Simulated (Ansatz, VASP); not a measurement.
# Two plane-wave programs on SiC

```
Si C
1.0
     3.09606    0.00000    0.00000
    -1.54803    2.68127    0.00000
     0.00000    0.00000   10.13734
Si C
4 4
Direct
  0.00000 0.00000 0.18789
  0.00000 0.00000 0.68789
  0.33333 0.66667 0.43784
  0.66667 0.33333 0.93784
  0.00000 0.00000 0.00046
  0.00000 0.00000 0.50046
  0.33333 0.66667 0.24980
  0.66667 0.33333 0.74980
```

Alike in both runs: task single point; functional LDA; k mesh 10 × 10 × 3; occupations fermi-dirac, width 0.05 eV; no spin polarisation.

|  | VASP | Ansatz |
| --- | --- | --- |
| version | VASP 6.6.1 | Ansatz 0.2.0 |
| potentials or method | VASP PAW LDA potentials, release 64 (Si, C) | JTH PAW LDA |
| plane-wave cutoff (eV) | 520 | 780 |
| valence electrons in the cell | 32 | 32 |

|  | VASP | Ansatz | Ansatz less VASP |
| --- | --- | --- | --- |
| gap on the k mesh at the Fermi level (eV) | 2.16 | 2.17 | +0.011 |
| least direct gap on the mesh (eV) | 3.28 | 3.31 | +0.026 |
| pressure (GPa) | -7.5 | -8.2 | -0.66 |
| rms of the force components (eV/Å) | 0.004 | 0.004 | +0.0006 |

LDA's correlation is that of Perdew and Zunger in VASP and of Perdew and Wang (1992) in Ansatz. Atom by atom the forces differ by 0.001 eV/Å (rms over components).

Noted on Ansatz's run: odd divisions of the mesh miss points on the zone boundary, where band edges often lie, so the gap on the mesh can be too wide.
